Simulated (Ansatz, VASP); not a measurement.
WC in VASP and in Ansatz

POSCAR

```
WC
1.0
    0.0000000000      2.1824154782      2.1824154782
    2.1824154782      0.0000000000      2.1824154782
    2.1824154782      2.1824154782      0.0000000000
W C
1 1
Direct
   -0.0483285570      0.0820524806     -0.1263055668
    0.5483285570      0.4179475194      0.6263055668
```

File INCAR.step1:

```
PREC = Accurate ; ENCUT = 520
ISMEAR = 0 ; SIGMA = 0.15
LREAL = F ; LASPH = T
NELM = 80 ; NBANDS = 16
GGA = PE ; ALGO = Normal
EDIFF = 1E-4 ; LWAVE = T
LCHARG = F
```

File INCAR.step2:

```
PREC = Accurate ; ENCUT = 520
EDIFF = 1E-6 ; ISMEAR = 0
SIGMA = 0.15 ; LREAL = F
LASPH = T ; NELM = 80
ALGO = Normal ; ISIF = 2
LWAVE = F ; LCHARG = F
METAGGA = R2SCAN ; LMIXTAU = T
NBANDS = 16 ; ISTART = 1
```

Contents of KPOINTS:

```
regular mesh
0
Gamma
  14 14 14
```

Input for Ansatz:

```yaml
crystal:
  lattice:
    - [0.0, 2.1824154782, 2.1824154782]
    - [2.1824154782, 0.0, 2.1824154782]
    - [2.1824154782, 2.1824154782, 0.0]
  atoms:
    - { symbol: W, position: [-0.048328557, 0.0820524806, -0.1263055668] }
    - { symbol: C, position: [0.548328557, 0.4179475194, 0.6263055668] }
basis:
  ecutwfc: 500
kpoints:
  mp_grid: { grid: [14, 14, 14] }
hamiltonian:
  xc: r2scan
scf:
  occupations: { method: gaussian, width: 0.15 }
output:
  forces: true
  stress: true
  eigenvalues: true
```

Change from the starting cell: all W atoms moved 0.8 Å in one direction.

Alike in both runs: task single point; functional r2SCAN; k mesh 14 × 14 × 14; occupations gaussian, width 0.15 eV; no spin polarisation.

```csv
,VASP,Ansatz
version,VASP 6.6.1,Ansatz 0.2.0
potentials or method,"VASP PAW PBE potentials, release 64 (W_sv, C), cutoff 520 eV","scalar-relativistic, plane waves, PAW"
valence electrons in the cell,18,18
```

```tsv
	VASP	Ansatz	Ansatz less VASP
gap on the k mesh at the Fermi level (eV)	none	none	-
rms of the force components (eV/Å)	21.154	19.801	-1.3526
```

VASP's potentials were made for PBE, not for r2SCAN. Atom by atom the forces differ by 1.356 eV/Å (rms over components). A gap of «none» marks a metal or a gap that the smearing closes. The functional is the same, so the differences come from potentials, cutoffs and numerics.

Spin-orbit coupling is off throughout.
